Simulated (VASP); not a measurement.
# BN (rocksalt type) (Fm-3m) in VASP: single point with r2SCAN

Aim: the single point of BN (rocksalt type) with r2SCAN.

All numbers are computed with VASP 6.6.1; they aren't measurements. Logs are shortened: lines on timing, memory, paths and dates and some standing lists are left out, and cuts for length are marked.

## (1) The cell of the first run

The structure is cubic, space group Fm-3m (No. 225). The conventional cell has a = 3.337 Å, b = 3.337 Å, c = 3.337 Å, α = 90.00°, β = 90.00°, γ = 90.00°. B (site symmetry m-3m) has 6 N at 1.67 Å within 2.2 Å. N (site symmetry m-3m) has 6 B at 1.67 Å within 2.2 Å.

## (2) Single point, r2SCAN

The input, POSCAR:

```
BN
1.0
    0.0000000000      1.6687445117      1.6687445117
    1.6687445117      0.0000000000      1.6687445117
    1.6687445117      1.6687445117      0.0000000000
B N
1 1
Direct
    0.0000000000      0.0000000000      0.0000000000
    0.5000000000      0.5000000000      0.5000000000
```

The input, INCAR.step1:

```
  PREC = Accurate
  ENCUT = 660
  ISMEAR = -1
  SIGMA = 0.1
  LREAL = False
  LASPH = True
  NELM = 120
  NBANDS = 11
  GGA = PE
  ALGO = Normal
  EDIFF = 1E-5
  LWAVE = True
  LCHARG = False
  GGA_COMPAT = False
```

The input, INCAR.step2:

```
  PREC = Accurate
  ENCUT = 660
  EDIFF = 1E-6
  ISMEAR = -1
  SIGMA = 0.1
  LREAL = False
  LASPH = True
  NELM = 120
  ALGO = Normal
  ISIF = 2
  LWAVE = False
  LCHARG = True
  METAGGA = R2SCAN
  LMIXTAU = True
  LELF = True
  LVHAR = True
  NBANDS = 11
  ISTART = 1
  GGA_COMPAT = False
```

The input, KPOINTS:

```
regular mesh
0
Gamma
  15 15 15
```

Potentials or basis: VASP PAW PBE potentials, release 64 (B, N).

Started as:

```
$ cat potpaw_PBE.64/B/POTCAR potpaw_PBE.64/N/POTCAR > POTCAR
$ cp INCAR.step1 INCAR
$ mpirun -np 1 vasp_std > vasp.out
$ cp INCAR.step2 INCAR
$ mpirun -np 1 vasp_std > vasp.out
```

OUTCAR:

```text
PREC = Accurate
   ENCUT = 660
   EDIFF = 1E-6
   ISMEAR = -1
   LREAL = False
   LASPH = True
   NELM = 120
   ISIF = 2
   METAGGA = R2SCAN
   ISTART = 1

 ion  position               nearest neighbor table
   1  0.000  0.000  0.000-   2 1.67   2 1.67   2 1.67   2 1.67   2 1.67   2 1.67
   2  0.500  0.500  0.500-   1 1.67   1 1.67   1 1.67   1 1.67   1 1.67   1 1.67

  LATTYP: Found a face centered cubic cell.
 ALAT       =     3.3374890234

  Lattice vectors:

 A1 = (   0.0000000000,   1.6687445117,   1.6687445117)
 A2 = (   1.6687445117,   0.0000000000,   1.6687445117)
 A3 = (   1.6687445117,   1.6687445117,   0.0000000000)

Analysis of symmetry for initial positions (statically):
=====================================================================
 Subroutine PRICEL returns:
 Original cell was already a primitive cell.

 Routine SETGRP: Setting up the symmetry group for a
 face centered cubic supercell.

 Subroutine GETGRP returns: Found 48 space group operations
 (whereof 48 operations were pure point group operations)
 out of a pool of 48 trial point group operations.

The static configuration has the point symmetry O_h .

Analysis of symmetry for dynamics (positions and initial velocities):
=====================================================================
 Subroutine PRICEL returns:
 Original cell was already a primitive cell.

 Routine SETGRP: Setting up the symmetry group for a
 face centered cubic supercell.

 Subroutine GETGRP returns: Found 48 space group operations
 (whereof 48 operations were pure point group operations)
 out of a pool of 48 trial point group operations.

The dynamic configuration has the point symmetry O_h .

 Subroutine INISYM returns: Found 48 space group operations
 (whereof 48 operations are pure point group operations),
 and found     1 'primitive' translations

----------------------------------------------------------------------------------------

                                     Primitive cell

  volume of cell :       9.2939

  direct lattice vectors                    reciprocal lattice vectors
     0.000000000  1.668744512  1.668744512    -0.299626454  0.299626454  0.299626454
     1.668744512  0.000000000  1.668744512     0.299626454 -0.299626454  0.299626454
     1.668744512  1.668744512  0.000000000     0.299626454  0.299626454 -0.299626454

  length of vectors
     2.359961121  2.359961121  2.359961121     0.518968241  0.518968241  0.518968241

  position of ions in fractional coordinates (direct lattice)
     0.000000000  0.000000000  0.000000000
     0.500000000  0.500000000  0.500000000

  ion indices of the primitive-cell ions
   primitive index   ion index
                 1           1
                 2           2

----------------------------------------------------------------------------------------

 KPOINTS: regular mesh

Automatic generation of k-mesh.
 Grid dimensions read from file:
 generate k-points for:   15   15   15

 Generating k-lattice:

  Cartesian coordinates                     Fractional coordinates (reciprocal lattice)
    -0.019975097  0.019975097  0.019975097     0.066666667  0.000000000  0.000000000
     0.019975097 -0.019975097  0.019975097     0.000000000  0.066666667  0.000000000
     0.019975097  0.019975097 -0.019975097     0.000000000  0.000000000  0.066666667

  Length of vectors
     0.034597883  0.034597883  0.034597883

  Shift w.r.t. Gamma in fractional coordinates (k-lattice)
     0.000000000  0.000000000  0.000000000

 Subroutine IBZKPT returns following result:
 ===========================================

 Found    120 irreducible k-points:

 Following reciprocal coordinates:
            Coordinates               Weight
  0.000000  0.000000  0.000000      1.000000
  0.066667  0.000000  0.000000      8.000000
  0.133333  0.000000  0.000000      8.000000
  0.200000  0.000000  0.000000      8.000000
  0.266667  0.000000  0.000000      8.000000
  0.333333  0.000000  0.000000      8.000000
[... 16 lines left out ...]
  0.133333  0.133333  0.000000      6.000000
  0.200000  0.133333  0.000000     24.000000
 [... further k-points ...]
   k-points           NKPTS =    120   k-points in BZ     NKDIM =    120   number of bands    NBANDS=     11
   number of dos      NEDOS =    301   number of ions     NIONS =      2
   total plane-waves  NPLWV =   8000
   dimension x,y,z NGX =    20 NGY =   20 NGZ =   20
   dimension x,y,z NGXF=    40 NGYF=   40 NGZF=   40
   ions per type =               1   1
   NGX,Y,Z   is equivalent  to a cutoff of  14.09, 14.09, 14.09 a.u.
   NGXF,Y,Z  is equivalent  to a cutoff of  28.18, 28.18, 28.18 a.u.
 SYSTEM =  unknown system
   PREC   = accura    normal or accurate (medium, high low for compatibility)
   ISTART =      1    job   : 0-new  1-cont  2-samecut
   ICHARG =      0    charge: 1-file 2-atom 10-const
   ISPIN  =      1    spin polarized calculation?
   LNONCOLLINEAR =      F non collinear calculations
   LSORBIT =      F    spin-orbit coupling
   LASPH  =      T    aspherical Exc in radial PAW
   ENCUT  =  660.0 eV  48.51 Ry    6.96 a.u.   4.94  4.94  4.94*2*pi/ulx,y,z
   NELM   =    120;   NELMIN=  2; NELMDL=  0     # of ELM steps
   EDIFF  = 0.1E-05   stopping-criterion for ELM
   LREAL  =      F    real-space projection
   EDIFFG = 0.1E-04   stopping-criterion for IOM
   NSW    =      0    number of steps for IOM
   IBRION =     -1    ionic relax: 0-MD 1-quasi-New 2-CG
   NFREE  =      0    steps in history (QN), initial steepest desc. (CG)
   ISIF   =      2    stress and relaxation
   ISYM   =      2    0-nonsym 1-usesym 2-fastsym
   POTIM  = 0.5000    time-step for ionic-motion
   TEBEG  =    0.0;   TEEND  =   0.0 temperature during run
   PSTRESS=    0.0 pullay stress
   NELECT =       8.0000    total number of electrons
   NUPDOWN=      -1.0000    fix difference up-down
   EMIN   =  10.00;   EMAX   =-10.00  energy-range for DOS
   EFERMI =   0.00;   METHOD = LEGACY
   ISMEAR =    -1;   SIGMA  =   0.10  broadening in eV -4-tet -1-fermi 0-gaus
   EFERMI_NEDOS =   21; number of points for ismear=-14 and -15
   IALGO  =     38    algorithm
   IMIX   =      4    mixing-type and parameters
     AMIX     =   0.40;   BMIX     =  1.00
     AMIX_MAG =   1.60;   BMIX_MAG =  1.00
  volume/ion in A,a.u.               =       4.65        31.36
  Fermi-wavevector in a.u.,A,eV,Ry     =   1.557298  2.942866 32.996525  2.425176
  Thomas-Fermi vector in A             =   2.660968
   LORBIT       =      0    0 simple, 1 ext, 2 COOP (PROOUT), +10 PAW based schemes
   METAGGA = R2SCAN    functional components
   LHFCALC =     F    Hartree Fock is set to
   AEXX    =    0.0000 exact exchange contribution
   IVDW    =     0    specifies the selected vdW correction
   LEPSILON=     F    determine dielectric tensor
   LRPA    =     F    only Hartree local field effects (RPA)
 non-spin polarized calculation
  energy-cutoff  :      660.00
  volume of cell :        9.29
 maximum number of plane-waves:       366
   NGX =  9   NGY =  9   NGZ =  9

 number of electron       7.9999999 magnetization

 Free energy of the ion-electron system (eV)
  ---------------------------------------------------
  ext. energy  EPLUGINS =         0.00000000
  ---------------------------------------------------
  free energy    TOTEN  =       -15.15916858 eV

  energy without entropy =      -15.15916849  energy(sigma->0) =      -15.15916854

 E-fermi :  13.7175     XC(G=0): -15.4675

 val. band max:       12.3777708917   @ k =  -0.2000   0.1333   0.0000
 cond. band min:      14.9121209503   @ k =   0.4667   0.4667   0.0000
 fundamental gap:      2.5343500586
 Fermi energy:        13.7174795593

 k-point     1 :       0.0000    0.0000    0.0000
  band No.  band energies     occupation
      1     -13.3167      2.00000
      2      11.4182      2.00000
      3      11.4182      2.00000
      4      11.4182      2.00000
      5      25.4506      0.00000
      6      27.0906      0.00000
      7      27.0906      0.00000
      8      27.0906      0.00000
      9      32.5660      0.00000
     10      32.5660      0.00000
     11      32.5660      0.00000

 k-point     2 :       0.0667    0.0000    0.0000
  band No.  band energies     occupation
      1     -13.1733      2.00000
      2      10.7989      2.00000
      3      11.3984      2.00000
      4      11.3984      2.00000
      5      25.4956      0.00000
      6      26.4926      0.00000
      7      26.4926      0.00000
      8      27.0313      0.00000
      9      32.2474      0.00000
     10      32.9517      0.00000
     11      32.9517      0.00000

 k-point     3 :       0.1333    0.0000    0.0000
  band No.  band energies     occupation
      1     -12.7451      2.00000
      2       9.1504      2.00000
      3      11.3526      2.00000
      4      11.3526      2.00000
      5      25.0583      0.00000
      6      25.0583      0.00000
      7      25.0756      0.00000
      8      27.3705      0.00000
      9      32.0539      0.00000
     10      34.0400      0.00000
     11      34.0400      0.00000

 k-point     4 :       0.2000    0.0000    0.0000
  band No.  band energies     occupation
      1     -12.0387      2.00000
      2       6.8902      2.00000
      3      11.3131      2.00000
      4      11.3131      2.00000
      5      23.3383      0.00000
      6      23.3383      0.00000
      7      24.1722      0.00000
      8      28.1235      0.00000
      9      32.5144      0.00000
     10      35.7478      0.00000
     11      35.7478      0.00000
[... 239 lines left out ...]
 k-point    22 :      -0.0667    0.0667    0.0000
  band No.  band energies     occupation
      1     -12.9348      2.00000
      2      10.1976      2.00000
      3      10.6787      2.00000
      4      11.6942      2.00000
      5      25.0598      0.00000
      6      25.2377      0.00000
      7      26.6561      0.00000
      8      26.9263      0.00000
      9      31.6749      0.00000
     10      33.0644      0.00000
     11      34.5203      0.00000

 k-point    23 :       0.1333    0.1333    0.0000
  band No.  band energies     occupation
      1     -12.5522      2.00000
      2      10.1301      2.00000
      3      10.1301      2.00000
      4      10.6910      2.00000
      5      22.2027      0.00000
      6      26.5208      0.00000
      7      27.1498      0.00000
      8      27.1498      0.00000
      9      28.8316      0.00000
     10      36.2828      0.00000
     11      36.2828      0.00000

 k-point    24 :       0.2000    0.1333    0.0000
  band No.  band energies     occupation
      1     -12.0299      2.00000
      2       8.5537      2.00000
      3       9.6392      2.00000
      4      10.8298      2.00000
      5      20.6001      0.00000
      6      26.2041      0.00000
      7      26.7884      0.00000
      8      27.5843      0.00000
      9      28.5600      0.00000
     10      37.8539      0.00000
     11      38.1363      0.00000

 [... further k-points ...]
[... 5 lines left out ...]
  --------------------------------------------------------------------------------------
  -------------------------------------------------------------------------------------
  Total        4.1181612      4.1181612      4.1181612      0.0000000     -0.0000000     -0.0000000
  in kB      709.9281244    709.9281244    709.9281244      0.0000000     -0.0000000     -0.0000000
  external PRESSURE =     709.9281244 kB  Pullay stress =       0.0000000 kB

 VOLUME and BASIS-vectors are now :
 -----------------------------------------------------------------------------
  energy-cutoff  :      660.00
  volume of cell :        9.29
      direct lattice vectors                 reciprocal lattice vectors
     0.000000000  1.668744512  1.668744512    -0.299626454  0.299626454  0.299626454
     1.668744512  0.000000000  1.668744512     0.299626454 -0.299626454  0.299626454
     1.668744512  1.668744512  0.000000000     0.299626454  0.299626454 -0.299626454

 POSITION                                       TOTAL-FORCE (eV/Angst)
 -----------------------------------------------------------------------------------
      0.00000      0.00000      0.00000        -0.000000      0.000000     -0.000000
      1.66874      1.66874      1.66874         0.000000     -0.000000      0.000000
 -----------------------------------------------------------------------------------
    total drift:                                0.000000      0.000000      0.000000

  FREE ENERGIE OF THE ION-ELECTRON SYSTEM (eV)
  ---------------------------------------------------
  free  energy   TOTEN  =       -15.1591685822 eV

  energy  without entropy=      -15.1591684939  energy(sigma->0) =      -15.15916854
```

Wall time 51 s (1 thread of AMD EPYC 9R45 (Zen 5), shared host); peak memory 0.1 GiB.

What came out:

```yaml
Free_energy: -15.1592 eV
Pressure: 71.0 GPa
Band_gap_on_the_k_mesh: 2.53 eV (least direct gap 7.12 eV)
```

Caveat: the cell stands under pressure; the PAW data sets were made with another functional, which shifts forces and pressure a little; an odd mesh through Γ misses points on the zone boundary, where band edges can lie.
